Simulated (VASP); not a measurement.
Wanted: the native input for a VASP 6.6.1 run.

* Task: single point
* Functional: PBE
* Potentials or basis: VASP PAW PBE potentials, release 64 (Ag, B)
* Cutoff: 520 eV
* k mesh: 10 × 10 × 8
* Occupations: gaussian, width 0.05 eV
* Spin: no spin polarisation
* Dipole correction: no
* Further INCAR settings: ALGO = Normal; EDIFF = 1e-07; NBANDS = 16

The structure of AgB2 lies in POSCAR:

```
AgB2
1.0
    2.8442575066      0.0000000000      0.0000000000
   -1.4221287533      2.4631992556      0.0000000000
    0.0000000000      0.0000000000      3.6045385983
Ag B
1 2
Direct
    0.0000000000      0.0000000000      0.0000000000
    0.3333333333      0.6666666667      0.5000000000
    0.6666666667      0.3333333333      0.5000000000
```

These files were run (other wordings do the same):

INCAR

```
SYSTEM = AgB2
ALGO = Normal
EDIFF = 1E-7
ENCUT = 520
GGA = PE
ISIF = 2
ISMEAR = 0
LASPH = .True.
LCHARG = .True.
LELF = .True.
LREAL = .False.
LVHAR = .True.
LWAVE = .False.
NBANDS = 16
NELM = 80
PREC = Accurate
SIGMA = 0.05
```

KPOINTS

```
k-points
0
Gamma
  10 10 8
  0 0 0
```

Potentials or basis: VASP PAW PBE potentials, release 64 (Ag, B).

Launch:

```bash
$ cat potpaw_PBE.64/Ag/POTCAR potpaw_PBE.64/B/POTCAR > POTCAR
$ mpirun -np 1 vasp_std > vasp.out
```

Results of the run:

The pressure is 58.6 GPa.

It took 15 s on 1 thread of Intel(R) Xeon(R) Platinum 8488C (Sapphire Rapids), with other jobs on the host, peak memory 0.16 GiB.
